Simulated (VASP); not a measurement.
# Na (Im-3m) in VASP: a series of runs, part 2 of 2

VASP 6.6.1.

### 3 Single point, PBE

INCAR

```
ALGO     = Normal         # electronic algorithm
EDIFF    = 1E-6           # SCF threshold, eV
ENCUT    = 520            # plane-wave cutoff, eV
GGA      = PE             # functional
ISIF     = 2              # what is computed and relaxed
ISMEAR   = 0              # smearing method
LASPH    = True           # aspherical terms in the spheres
LCHARG   = False          # write CHGCAR
LREAL    = False          # projectors in reciprocal space
LWAVE    = False          # write WAVECAR
NBANDS   = 10             # bands
NELM     = 60             # most SCF steps
PREC     = Accurate       # precision mode
SIGMA    = 0.3            # smearing width, eV
```

KPOINTS

```
k-points
0
Gamma
  11 11 11
```

POSCAR

```
Na
1.0
   -2.0985562613      2.0985562613      2.0985562613
    2.0985562613     -2.0985562613      2.0985562613
    2.0985562613      2.0985562613     -2.0985562613
Na
1
Direct
    0.0000000000      0.0000000000      0.0000000000
```

Potentials or basis: VASP PAW PBE potentials, release 64 (Na_pv).

Started as:

```sh
$ cat potpaw_PBE.64/Na_pv/POTCAR > POTCAR
$ mpirun -np 1 vasp_std > vasp.out
```

OUTCAR:

```text
EDIFF = 1E-6
   ENCUT = 520
   GGA = PE
   ISIF = 2
   ISMEAR = 0
   LASPH = True
   LREAL = False
   NELM = 60
   PREC = Accurate

 ion  position               nearest neighbor table
   1  0.000  0.000  0.000-

  LATTYP: Found a body centered cubic cell.
 ALAT       =     4.1971125226

  Lattice vectors:

 A1 = (  -2.0985562613,   2.0985562613,   2.0985562613)
 A2 = (   2.0985562613,  -2.0985562613,   2.0985562613)
 A3 = (   2.0985562613,   2.0985562613,  -2.0985562613)

Analysis of symmetry for initial positions (statically):
=====================================================================
 Subroutine PRICEL returns:
 Original cell was already a primitive cell.

 Routine SETGRP: Setting up the symmetry group for a
 body centered cubic supercell.

 Subroutine GETGRP returns: Found 48 space group operations
 (whereof 48 operations were pure point group operations)
 out of a pool of 48 trial point group operations.

The static configuration has the point symmetry O_h .

Analysis of symmetry for dynamics (positions and initial velocities):
=====================================================================
 Subroutine PRICEL returns:
[... 156 lines left out ...]

 val. band max:        0.3063837319   @ k =  -0.3636   0.4545   0.0909
 cond. band min:       0.4424989096   @ k =   0.1818   0.1818   0.1818
 fundamental gap:      0.1361151777
 Fermi energy:         0.3587856571

 k-point     1 :       0.0000    0.0000    0.0000
  band No.  band energies     occupation
      1     -24.5624      2.00000
      2     -24.5624      2.00000
      3     -24.5624      2.00000
      4      -2.9471      2.00000
      5      12.0874      0.00000
      6      12.0874      0.00000
      7      12.0874      0.00000
      8      13.0897      0.00000
      9      13.0897      0.00000
     10      13.6473      0.00000
[... 287 lines left out ...]
 k-point    24 :       0.3636    0.1818    0.0909
  band No.  band energies     occupation
      1     -24.5917      2.00000
      2     -24.5785      2.00000
      3     -24.5679      2.00000
      4       1.7084      0.00000
      5       2.1962      0.00000
      6       4.9415      0.00000
      7       6.7852      0.00000
      8      13.6747      0.00000
      9      15.0521      0.00000
     10      16.1757      0.00000

 [... further k-points ...]
[... 5 lines left out ...]
  --------------------------------------------------------------------------------------
  -------------------------------------------------------------------------------------
  Total       -0.0030117     -0.0030117     -0.0030117     -0.0000000      0.0000000     -0.0000000
  in kB       -0.1305251     -0.1305251     -0.1305251     -0.0000000      0.0000000     -0.0000000
  external PRESSURE =      -0.1305251 kB  Pullay stress =       0.0000000 kB

 VOLUME and BASIS-vectors are now :
 -----------------------------------------------------------------------------
  energy-cutoff  :      520.00
  volume of cell :       36.97
      direct lattice vectors                 reciprocal lattice vectors
    -2.098556261  2.098556261  2.098556261     0.000000000  0.238259040  0.238259040
     2.098556261 -2.098556261  2.098556261     0.238259040  0.000000000  0.238259040
     2.098556261  2.098556261 -2.098556261     0.238259040  0.238259040  0.000000000

 POSITION                                       TOTAL-FORCE (eV/Angst)
 -----------------------------------------------------------------------------------
      0.00000      0.00000      0.00000         0.000000      0.000000      0.000000
 -----------------------------------------------------------------------------------
    total drift:                                0.000000     -0.000000      0.000000

  FREE ENERGIE OF THE ION-ELECTRON SYSTEM (eV)
  ---------------------------------------------------
  free  energy   TOTEN  =        -1.3227213039 eV

  energy  without entropy=       -1.3034637320  energy(sigma->0) =       -1.31309252
```

Run time: 26 s. Hardware: 1 thread of AMD EPYC 7R13, shared host; peak memory 0.13 GiB.

Results:

```
Free energy : -1.3227 eV
Pressure    : 0.0 GPa
```

### 4 Single point, PBE

INCAR

```
  PREC = Accurate
  ENCUT = 520
  EDIFF = 1E-6
  ISMEAR = 0
  SIGMA = 0.6
  LREAL = False
  LASPH = True
  NELM = 80
  ALGO = Normal
  ISIF = 2
  LWAVE = False
  LCHARG = False
  GGA = PE
  NBANDS = 10
```

KPOINTS

```
regular mesh
0
Gamma
  11 11 11
```

POSCAR is that of step 3.

Started as:

```sh
$ cat potpaw_PBE.64/Na_pv/POTCAR > POTCAR
$ mpirun -np 1 vasp_std > vasp.out
```

Wall time 27 s (1 thread of AMD EPYC 7R13, shared host); peak memory 0.13 GiB.

Results (log left out):

```yaml
Free_energy: -1.3537 eV
Pressure: 0.1 GPa
```

Levels at points of the mesh, in eV from the Fermi level:
```tsv
k point	band 1	band 2	band 3	band 4	band 5	band 6	band 7
(0.00, 0.00, 0.00)	-24.89	-24.89	-24.89	-3.28	11.76	11.76	11.76
```

### 5 The runs side by side

| smearing | gap on the mesh (eV) | pressure (GPa) |
| --- | --- | --- |
| gaussian 0.2 eV | none | 0.0 |
| gaussian 0.3 eV | none | 0.0 |
| gaussian 0.6 eV | none | 0.1 |

Alike in all rows: task single point; level PBE; potentials or basis VASP PAW PBE potentials, release 64 (Na_pv); no spin polarisation; cell as given; k mesh 11 × 11 × 11; cutoff (eV) 520.

Every run on the cell as given and a fine mesh finds a metal.

Total energies depend on the potentials used, so only differences within one code and one set of settings carry meaning.
